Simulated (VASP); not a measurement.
Set up this calculation in VASP 6.6.1, as the native input.

```
Task                   : relaxation of cell and atoms
Functional             : PBE
Dispersion             : D3(BJ)
Potentials or basis    : VASP PAW PBE potentials, release 64 (Pt, Se)
Cutoff                 : 600 eV
k mesh                 : 10 × 10 × 7
Occupations            : fermi-dirac, width 0.1 eV
Spin                   : no spin polarisation
Dipole correction      : no
Further INCAR settings : ALGO = Normal; EDIFF = 1e-06; IBRION = 2; EDIFFG = -0.01; NSW = 60; ISIF = 3
```

The structure of PtSe2 (Sudovikovite) lies in POSCAR:

```
PtSe2
1.0
    3.7240000000      0.0000000000      0.0000000000
   -1.8620000000      3.2250786000      0.0000000000
    0.0000000000      0.0000000000      5.0620000000
Pt Se
1 2
Direct
    0.0000000000      0.0000000000      0.0000000000
    0.3333333300      0.6666666700      0.2500000000
    0.6666666700      0.3333333300      0.7500000000
```

One way to write it, as run:

INCAR

```
PREC = Accurate
ENCUT = 600
EDIFF = 1E-6
ISMEAR = -1
SIGMA = 0.1
LREAL = F
LASPH = T
NELM = 80
ALGO = Normal
ISIF = 3
LWAVE = F
LCHARG = F
GGA = PE
IVDW = 12
IBRION = 2
NSW = 60
EDIFFG = -0.01
```

KPOINTS

```
Automatic mesh
0
Gamma
  10 10 7
```

Potentials or basis: VASP PAW PBE potentials, release 64 (Pt, Se).

Run with:

```bash
$ cat potpaw_PBE.64/Pt/POTCAR potpaw_PBE.64/Se/POTCAR > POTCAR
$ mpirun -np 1 vasp_std > vasp.out
```

Results of the run:

```json
{
  "Relaxed volume": "19.77 Å³/atom",
  "Relaxed cell": "a = 3.773 Å, b = 3.773 Å, c = 4.811 Å, α = 90.00°, β = 90.00°, γ = 120.00°",
  "Space group after relaxing (to 0.05 Å)": "P-3m1 (No. 164)",
  "Energy gained by relaxing": "17.2 meV/atom",
  "Ionic steps": "15",
  "Pressure after relaxing": "0.0 GPa",
  "Band gap on the k mesh": "zero (band 11 reaches 7.52 eV, above the bottom of band 12 at 6.58 eV)",
  "Dispersion energy per atom": "-0.491 eV"
}
```

Caveat: spin-orbit coupling is left out, which moves the levels of the heavy elements; pairwise dispersion overbinds metals, which lowers pressure and volume.

It took 9.9 min on 1 thread of Intel Xeon 6975P-C, on a shared host, peak memory 0.29 GiB.
